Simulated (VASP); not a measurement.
Write the native input for VASP 6.6.1 that does the following.

| Item | Value |
| --- | --- |
| Task | single point |
| Functional | PBEsol |
| Potentials or basis | VASP PAW PBE potentials, release 64 (Ni, Ru_pv) |
| Cutoff | 520 eV |
| k mesh | 7 × 7 × 7 |
| Occupations | fermi-dirac, width 0.1 eV |
| Spin | no spin polarisation |
| Dipole correction | no |
| Further INCAR settings | ALGO = Normal; EDIFF = 1e-06; NBANDS = 73 |

The structure of Ni2Ru3 lies in POSCAR:

```
Ni2Ru3
1.0
    5.5582753100      0.0000000000      0.0000000000
   -2.7791376500      4.8136113700      0.0000000000
    0.0000000000     -3.2090709000      5.0647487300
Ni Ru
4 6
Direct
    0.3553000000      0.7106000000      0.0659000000
    0.1447000000      0.2894000000      0.4341000000
    0.6447000000      0.2894000000      0.9341000000
    0.8553000000      0.7106000000      0.5659000000
    0.5559000000      0.5000000000      0.7500000000
    0.2500000000      0.8059000000      0.7500000000
    0.9441000000      0.1941000000      0.7500000000
    0.4441000000      0.5000000000      0.2500000000
    0.7500000000      0.1941000000      0.2500000000
    0.0559000000      0.8059000000      0.2500000000
```

The input as run:

INCAR

```
ALGO = Normal ; EDIFF = 1E-6
ENCUT = 520 ; GGA = PS
ISIF = 2 ; ISMEAR = -1
LASPH = T ; LCHARG = F
LREAL = F ; LWAVE = F
NBANDS = 73 ; NELM = 100
PREC = Accurate ; SIGMA = 0.1
```

KPOINTS

```
k-points
0
Gamma
  7 7 7
```

Potentials or basis: VASP PAW PBE potentials, release 64 (Ni, Ru_pv).

Command:

```console
$ cat potpaw_PBE.64/Ni/POTCAR potpaw_PBE.64/Ru_pv/POTCAR > POTCAR
$ mpirun -np 1 vasp_std > vasp.out
```

It gave:

* Pressure: 25.4 GPa
* Largest force: 1.285 eV/Å
* Band gap on the k mesh: zero (band 62 reaches 10.39 eV, above the bottom of band 63 at 10.16 eV)

Caveat: the PAW data sets were made with another functional, which shifts forces and pressure a little.

Wall time 12 min on 1 thread of AMD EPYC 9R45 (Zen 5), with other jobs on the host, peak memory 0.45 GiB.
